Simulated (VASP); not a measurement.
Here is a VASP 6.6.1 calculation.

The input INCAR:

```
PREC = Accurate
ENCUT = 520
EDIFF = 1E-7
ISMEAR = 0
SIGMA = 0.1
LREAL = False
LASPH = True
NELM = 80
ALGO = Normal
ISIF = 2
LWAVE = False
LCHARG = True
GGA = PE
LELF = True
LVHAR = True
NBANDS = 44
```

Contents of KPOINTS:

```
Automatic mesh
0
Gamma
  4 4 2
```

The input POSCAR:

```
GaP4
1.0
    5.2017992209      0.0000000000      0.0000000000
    0.2139191034      5.2054319296      0.0000000000
    1.0310287397      1.7194232284     10.0676687755
Ga P
2 8
Direct
    0.9162208261      0.9974639592      0.3811485694
    0.8700011985      0.0209610917      0.0541249382
    0.8157427391      0.3369834934      0.6786683722
    0.6122418526      0.3029597253      0.2233781776
    0.5320920431      0.6626639341      0.6536668185
    0.1961633527      0.7173122045      0.2163505481
    0.7141877067      0.5619403905      0.8416670963
    0.6007635127      0.7007099235      0.2784357978
    0.4330665114      0.2975856550      0.7927250778
    0.3095202572      0.4014196228      0.3798346042
```

Potentials or basis: VASP PAW PBE potentials, release 64 (Ga_d, P).

Run with:

```console
$ cat potpaw_PBE.64/Ga_d/POTCAR potpaw_PBE.64/P/POTCAR > POTCAR
$ mpirun -np 1 vasp_std > vasp.out
```

(1) What does it give for the pressure?

(2) What does it give for the largest force?

(3) What does it give for the band gap on the k mesh?

## Answers

(1) -0.2 GPa.

(2) 0.156 eV/Å.

(3) 0.30 eV (least direct gap 0.39 eV).

Caveat: semilocal functionals underestimate gaps, and a narrow one can read as zero.
